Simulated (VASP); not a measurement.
# Te2Mo (R-3m) in VASP: notebook

The runs below take Te2Mo through single point, with r2SCAN.

Everything below comes from runs of VASP 6.6.1. Logs are shortened: lines on timing, memory, paths and dates and some standing lists are left out, and cuts for length are marked.

## Step 1: The cell of the first run

The structure is trigonal, space group R-3m (No. 166). Conventional cell: a = 3.502 Å, b = 3.502 Å, c = 21.206 Å, α = 90.00°, β = 90.00°, γ = 120.00°. Within 3.6 Å of Mo (site symmetry -3m) lie 6 Te at 2.73 Å and 6 Mo at 3.50 Å. Te (site symmetry 3m) has 3 Mo at 2.73 Å and 6 Te at 3.50 Å within 3.6 Å.

## Step 2: Single point, r2SCAN

POSCAR

```
Te2Mo
1.0
    1.7509539882      1.0109137564      7.0687660217
   -1.7509539882      1.0109137564      7.0687660217
    0.0000000000     -2.0218275128      7.0687660218
Mo Te
1 2
Direct
    0.0000000000      0.0000000000      0.0000000000
    0.2465646677      0.2465646677      0.2465646677
    0.7534353323      0.7534353323      0.7534353323
```

INCAR.step1

```
PREC = Accurate
ENCUT = 520
ISMEAR = -1
SIGMA = 0.02
LREAL = False
LASPH = True
NELM = 60
NBANDS = 20
GGA = PE
ALGO = Normal
EDIFF = 1E-4
LWAVE = True
LCHARG = False
```

INCAR.step2

```
PREC = Accurate
ENCUT = 520
EDIFF = 1E-6
ISMEAR = -1
SIGMA = 0.02
LREAL = False
LASPH = True
NELM = 60
ALGO = Normal
ISIF = 2
LWAVE = False
LCHARG = False
METAGGA = R2SCAN
LMIXTAU = True
NBANDS = 20
ISTART = 1
```

KPOINTS

```
regular mesh
0
Gamma
  5 5 5
```

Potentials or basis: VASP PAW PBE potentials, release 64 (Mo_sv, Te).

On the command line:

```sh
$ cat potpaw_PBE.64/Mo_sv/POTCAR potpaw_PBE.64/Te/POTCAR > POTCAR
$ cp INCAR.step1 INCAR
$ mpirun -np 1 vasp_std > vasp.out
$ cp INCAR.step2 INCAR
$ mpirun -np 1 vasp_std > vasp.out
```

OUTCAR:

```text
PREC = Accurate
   ENCUT = 520
   EDIFF = 1E-6
   ISMEAR = -1
   LREAL = False
   LASPH = True
   NELM = 60
   ISIF = 2
   METAGGA = R2SCAN
   ISTART = 1

 ion  position               nearest neighbor table
   1  0.000  0.000  0.000-   3 2.73   3 2.73   2 2.73   2 2.73   3 2.73   2 2.73
   2  0.247  0.247  0.247-   1 2.73   1 2.73   1 2.73
   3  0.753  0.753  0.753-   1 2.73   1 2.73   1 2.73

  LATTYP: Found a trigonal (rhomboedric) cell.
 ALAT       =     7.3522268437
 COS(alpha) =     0.8865664127

  Lattice vectors:

 A1 = (   1.7509539882,   1.0109137564,   7.0687660217)
 A2 = (  -1.7509539882,   1.0109137564,   7.0687660217)
 A3 = (   0.0000000000,  -2.0218275128,   7.0687660218)

Analysis of symmetry for initial positions (statically):
=====================================================================
 Subroutine PRICEL returns:
 Original cell was already a primitive cell.

 Routine SETGRP: Setting up the symmetry group for a
 trigonal (rhombohedral) supercell.

 Subroutine GETGRP returns: Found 12 space group operations
 (whereof 12 operations were pure point group operations)
 out of a pool of 12 trial point group operations.

The static configuration has the point symmetry D_3d.

Analysis of symmetry for dynamics (positions and initial velocities):
=====================================================================
 Subroutine PRICEL returns:
 Original cell was already a primitive cell.

 Routine SETGRP: Setting up the symmetry group for a
 trigonal (rhombohedral) supercell.

 Subroutine GETGRP returns: Found 12 space group operations
 (whereof 12 operations were pure point group operations)
 out of a pool of 12 trial point group operations.

The dynamic configuration has the point symmetry D_3d.

 Subroutine INISYM returns: Found 12 space group operations
 (whereof 12 operations are pure point group operations),
 and found     1 'primitive' translations

----------------------------------------------------------------------------------------

                                     Primitive cell

  volume of cell :      75.0730

  direct lattice vectors                    reciprocal lattice vectors
     1.750953988  1.010913756  7.068766022     0.285558617  0.164867345  0.047155802
    -1.750953988  1.010913756  7.068766022    -0.285558617  0.164867345  0.047155802
     0.000000000 -2.021827513  7.068766022     0.000000000 -0.329734689  0.047155802

  length of vectors
     7.352226844  7.352226844  7.352226844     0.333089530  0.333089530  0.333089530

  position of ions in fractional coordinates (direct lattice)
     0.000000000  0.000000000  0.000000000
     0.246564668  0.246564668  0.246564668
     0.753435332  0.753435332  0.753435332

  ion indices of the primitive-cell ions
   primitive index   ion index
                 1           1
                 2           2
                 3           3

----------------------------------------------------------------------------------------

 KPOINTS: regular mesh

Automatic generation of k-mesh.
 Grid dimensions read from file:
 generate k-points for:    5    5    5

 Generating k-lattice:

  Cartesian coordinates                     Fractional coordinates (reciprocal lattice)
     0.057111723  0.032973469  0.009431160     0.200000000  0.000000000 -0.000000000
    -0.057111723  0.032973469  0.009431160     0.000000000  0.200000000 -0.000000000
     0.000000000 -0.065946938  0.009431160     0.000000000  0.000000000  0.200000000

  Length of vectors
     0.066617906  0.066617906  0.066617906

  Shift w.r.t. Gamma in fractional coordinates (k-lattice)
     0.000000000  0.000000000  0.000000000

 Subroutine IBZKPT returns following result:
 ===========================================

 Found     19 irreducible k-points:

 Following reciprocal coordinates:
            Coordinates               Weight
  0.000000  0.000000  0.000000      1.000000
  0.200000  0.000000  0.000000      6.000000
  0.400000  0.000000 -0.000000      6.000000
  0.200000  0.200000  0.000000      6.000000
  0.400000  0.200000  0.000000     12.000000
 -0.400000  0.200000  0.000000     12.000000
[... 11 lines left out ...]
  0.400000  0.400000  0.400000      2.000000
 -0.400000  0.400000  0.400000      6.000000
   k-points           NKPTS =     19   k-points in BZ     NKDIM =     19   number of bands    NBANDS=     20
   number of dos      NEDOS =    301   number of ions     NIONS =      3
   total plane-waves  NPLWV = 175616
   dimension x,y,z NGX =    56 NGY =   56 NGZ =   56
   dimension x,y,z NGXF=   112 NGYF=  112 NGZF=  112
   ions per type =               1   2
   NGX,Y,Z   is equivalent  to a cutoff of  12.66, 12.66, 12.66 a.u.
   NGXF,Y,Z  is equivalent  to a cutoff of  25.33, 25.33, 25.33 a.u.
 SYSTEM =  unknown system
   PREC   = accura    normal or accurate (medium, high low for compatibility)
   ISTART =      1    job   : 0-new  1-cont  2-samecut
   ICHARG =      0    charge: 1-file 2-atom 10-const
   ISPIN  =      1    spin polarized calculation?
   LNONCOLLINEAR =      F non collinear calculations
   LSORBIT =      F    spin-orbit coupling
   LASPH  =      T    aspherical Exc in radial PAW
   ENCUT  =  520.0 eV  38.22 Ry    6.18 a.u.  13.67 13.67 13.67*2*pi/ulx,y,z
   NELM   =     60;   NELMIN=  2; NELMDL=  0     # of ELM steps
   EDIFF  = 0.1E-05   stopping-criterion for ELM
   LREAL  =      F    real-space projection
   EDIFFG = 0.1E-04   stopping-criterion for IOM
   NSW    =      0    number of steps for IOM
   IBRION =     -1    ionic relax: 0-MD 1-quasi-New 2-CG
   NFREE  =      0    steps in history (QN), initial steepest desc. (CG)
   ISIF   =      2    stress and relaxation
   ISYM   =      2    0-nonsym 1-usesym 2-fastsym
   POTIM  = 0.5000    time-step for ionic-motion
   TEBEG  =    0.0;   TEEND  =   0.0 temperature during run
   PSTRESS=    0.0 pullay stress
   NELECT =      26.0000    total number of electrons
   NUPDOWN=      -1.0000    fix difference up-down
   EMIN   =  10.00;   EMAX   =-10.00  energy-range for DOS
   EFERMI =   0.00;   METHOD = LEGACY
   ISMEAR =    -1;   SIGMA  =   0.02  broadening in eV -4-tet -1-fermi 0-gaus
   EFERMI_NEDOS =   21; number of points for ismear=-14 and -15
   IALGO  =     38    algorithm
   IMIX   =      4    mixing-type and parameters
     AMIX     =   0.40;   BMIX     =  1.00
     AMIX_MAG =   1.60;   BMIX_MAG =  1.00
  volume/ion in A,a.u.               =      25.02       168.87
  Fermi-wavevector in a.u.,A,eV,Ry     =   1.149665  2.172552 17.983229  1.321730
  Thomas-Fermi vector in A             =   2.286334
   LORBIT       =      0    0 simple, 1 ext, 2 COOP (PROOUT), +10 PAW based schemes
   METAGGA = R2SCAN    functional components
   LHFCALC =     F    Hartree Fock is set to
   AEXX    =    0.0000 exact exchange contribution
   IVDW    =     0    specifies the selected vdW correction
   LEPSILON=     F    determine dielectric tensor
   LRPA    =     F    only Hartree local field effects (RPA)
 non-spin polarized calculation
  energy-cutoff  :      520.00
  volume of cell :       75.07
 maximum number of plane-waves:      2060
   NGX = 27   NGY = 27   NGZ = 27

 number of electron      26.0000001 magnetization

 Free energy of the ion-electron system (eV)
  ---------------------------------------------------
  ext. energy  EPLUGINS =         0.00000000
  ---------------------------------------------------
  free energy    TOTEN  =       -77.28738518 eV

  energy without entropy =      -77.28696134  energy(sigma->0) =      -77.28717326

 E-fermi :   8.3692     XC(G=0): -11.0370

 val. band max:        8.2705279614   @ k =  -0.4000   0.4000   0.2000
 cond. band min:       8.4626465521   @ k =  -0.4000   0.4000   0.2000
 fundamental gap:      0.1921185907
 Fermi energy:         8.3692370620

 k-point     1 :       0.0000    0.0000    0.0000
  band No.  band energies     occupation
      1     -54.7205      2.00000
      2     -28.1229      2.00000
      3     -28.0560      2.00000
      4     -28.0560      2.00000
      5      -5.5328      2.00000
      6      -4.2381      2.00000
[... 12 lines left out ...]
     19      15.0393      0.00000
     20      17.1235      0.00000

 k-point     2 :       0.2000    0.0000    0.0000
  band No.  band energies     occupation
      1     -54.7165      2.00000
      2     -28.1119      2.00000
      3     -28.1063      2.00000
      4     -28.0679      2.00000
      5      -4.9191      2.00000
      6      -3.8867      2.00000
[... 12 lines left out ...]
     19      15.6207      0.00000
     20      16.7478      0.00000

 k-point     3 :       0.4000    0.0000   -0.0000
  band No.  band energies     occupation
      1     -54.7100      2.00000
      2     -28.1880      2.00000
      3     -28.0929      2.00000
      4     -28.0872      2.00000
      5      -3.5843      2.00000
      6      -3.0243      2.00000
[... 12 lines left out ...]
     19      14.0990      0.00000
     20      14.7029      0.00000

 k-point     4 :       0.2000    0.2000    0.0000
  band No.  band energies     occupation
      1     -54.7165      2.00000
      2     -28.1119      2.00000
      3     -28.1063      2.00000
      4     -28.0679      2.00000
      5      -4.8866      2.00000
      6      -3.9377      2.00000
[... 12 lines left out ...]
     19      15.4440      0.00000
     20      16.6161      0.00000

 k-point     5 :       0.4000    0.2000    0.0000
  band No.  band energies     occupation
      1     -54.7112      2.00000
      2     -28.1592      2.00000
      3     -28.0991      2.00000
      4     -28.0943      2.00000
      5      -3.8215      2.00000
      6      -3.3562      2.00000
[... 12 lines left out ...]
     19      15.7488      0.00000
     20      15.9411      0.00000
[... 238 lines left out ...]
      6      -2.7447      2.00000
[... 12 lines left out ...]
     19      13.9834      0.00000
     20      16.0781      0.00000

 k-point    17 :      -0.4000   -0.4000    0.2000
  band No.  band energies     occupation
      1     -54.7100      2.00000
      2     -28.1880      2.00000
      3     -28.0929      2.00000
      4     -28.0872      2.00000
      5      -3.4428      2.00000
      6      -3.1790      2.00000
[... 12 lines left out ...]
     19      14.0072      0.00000
     20      15.1131      0.00000

 k-point    18 :       0.4000    0.4000    0.4000
  band No.  band energies     occupation
      1     -54.7205      2.00000
      2     -28.1229      2.00000
      3     -28.0560      2.00000
      4     -28.0560      2.00000
      5      -5.2501      2.00000
      6      -4.6704      2.00000
[... 12 lines left out ...]
     19      16.9183      0.00000
     20      17.3848      0.00000

 k-point    19 :      -0.4000    0.4000    0.4000
  band No.  band energies     occupation
      1     -54.7165      2.00000
      2     -28.1119      2.00000
      3     -28.1063      2.00000
      4     -28.0679      2.00000
      5      -4.6065      2.00000
      6      -4.3054      2.00000
[... 12 lines left out ...]
     19      15.8406      0.00000
     20      16.4151      0.00000

------------------------ aborting loop because EDIFF is reached ----------------------------------------

  FORCE on cell =-STRESS in cart. coord.  units (eV):
  Direction    XX          YY          ZZ          XY          YZ          ZX
  --------------------------------------------------------------------------------------
  -------------------------------------------------------------------------------------
  Total        0.6813992      0.6813992      0.4750539      0.0000000     -0.0000000      0.0000000
  in kB       14.5421456     14.5421456     10.1384087      0.0000000     -0.0000000      0.0000000
  external PRESSURE =      13.0742333 kB  Pullay stress =       0.0000000 kB

 VOLUME and BASIS-vectors are now :
 -----------------------------------------------------------------------------
  energy-cutoff  :      520.00
  volume of cell :       75.07
      direct lattice vectors                 reciprocal lattice vectors
     1.750953988  1.010913756  7.068766022     0.285558617  0.164867345  0.047155802
    -1.750953988  1.010913756  7.068766022    -0.285558617  0.164867345  0.047155802
     0.000000000 -2.021827513  7.068766022     0.000000000 -0.329734689  0.047155802

 POSITION                                       TOTAL-FORCE (eV/Angst)
 -----------------------------------------------------------------------------------
      0.00000      0.00000      0.00000         0.000000      0.000000      0.000000
      0.00000      0.00000      5.22872        -0.000000     -0.000000      0.074427
      0.00000      0.00000     15.97757        -0.000000      0.000000     -0.074427
 -----------------------------------------------------------------------------------
    total drift:                               -0.000000     -0.000000      0.000000

  FREE ENERGIE OF THE ION-ELECTRON SYSTEM (eV)
  ---------------------------------------------------
  free  energy   TOTEN  =       -77.2873851791 eV

  energy  without entropy=      -77.2869613352  energy(sigma->0) =      -77.28717326
```

Wall time 8.5 min (1 thread of Intel Xeon 6975P-C (Granite Rapids), shared host); peak memory 0.47 GiB.

Results:

```
Free energy            : -77.2874 eV
Pressure               : 1.3 GPa
Largest force          : 0.074 eV/Å
Band gap on the k mesh : 0.19 eV
```

Forces in eV/Å, atoms in the order of the input:
```
Mo   0.000  0.000  0.000
Te   0.000  0.000  0.074
Te   0.000  0.000 -0.074
```

Stress tensor (GPa, compression positive):
```
1.45 0.00 0.00
0.00 1.45 0.00
0.00 0.00 1.01
```

Caveat: semilocal functionals underestimate gaps, and a narrow one can read as zero; the PAW data sets were made with another functional, which shifts forces and pressure a little; spin-orbit coupling is left out, which moves the levels of the heavy elements. A k mesh can miss the band edges.

## Step 3: Single point, r2SCAN

POSCAR is that of step 2.

INCAR.step1

```
  PREC = Accurate
  ENCUT = 520
  ISMEAR = -1
  SIGMA = 0.02
  LREAL = F
  LASPH = T
  NELM = 60
  NBANDS = 20
  GGA = PE
  ALGO = Normal
  EDIFF = 1E-4
  LWAVE = T
  LCHARG = F
```

INCAR.step2

```
  PREC = Accurate
  ENCUT = 520
  EDIFF = 1E-6
  ISMEAR = -1
  SIGMA = 0.02
  LREAL = F
  LASPH = T
  NELM = 60
  ALGO = Normal
  ISIF = 2
  LWAVE = F
  LCHARG = F
  METAGGA = R2SCAN
  LMIXTAU = T
  NBANDS = 20
  ISTART = 1
```

KPOINTS

```
regular mesh
0
Gamma
  6 6 6
```

Potentials or basis: VASP PAW PBE potentials, release 64 (Mo_sv, Te).

On the command line:

```sh
$ cat potpaw_PBE.64/Mo_sv/POTCAR potpaw_PBE.64/Te/POTCAR > POTCAR
$ cp INCAR.step1 INCAR
$ mpirun -np 1 vasp_std > vasp.out
$ cp INCAR.step2 INCAR
$ mpirun -np 1 vasp_std > vasp.out
```

Wall time 15 min (1 thread of Intel Xeon 6975P-C (Granite Rapids), shared host); peak memory 0.48 GiB.

Results (log left out):

| Property | Result |
| --- | --- |
| Free energy | -77.2893 eV |
| Pressure | 1.3 GPa |
| Largest force | 0.009 eV/Å |
| Band gap on the k mesh | 0.03 eV (least direct gap 0.39 eV) |

Forces in eV/Å, atoms in the order of the input:
```
Mo   0.000  0.000  0.000
Te   0.000  0.000 -0.009
Te   0.000  0.000  0.009
```

Stress tensor (GPa, compression positive):
```
1.28 0.00 0.00
0.00 1.28 0.00
0.00 0.00 1.40
```

Levels at points of the mesh, in eV from the valence-band top:
| k point | band 11 | band 12 | band 13 | band 14 | band 15 | band 16 |
| --- | --- | --- | --- | --- | --- | --- |
| (0.00, 0.00, 0.00) | -1.30 | -0.83 | -0.83 | 1.51 | 1.51 | 3.66 |
| (0.50, 0.00, 0.00) | -2.50 | -1.87 | -0.61 | 0.76 | 1.33 | 2.82 |
| (0.50, 0.50, 0.00) | -2.64 | -2.07 | -0.95 | 0.76 | 1.08 | 3.45 |
| (0.50, 0.50, 0.50) | -0.83 | -0.83 | -0.57 | 1.32 | 1.32 | 3.89 |

Caveat: semilocal functionals underestimate gaps, and a narrow one can read as zero; the PAW data sets were made with another functional, which shifts forces and pressure a little; spin-orbit coupling is left out, which moves the levels of the heavy elements. A k mesh can miss the band edges.

(Part 1 of 2 ends here.)

The gap in the log of VASP goes by the Fermi energy; the results here count the filled bands.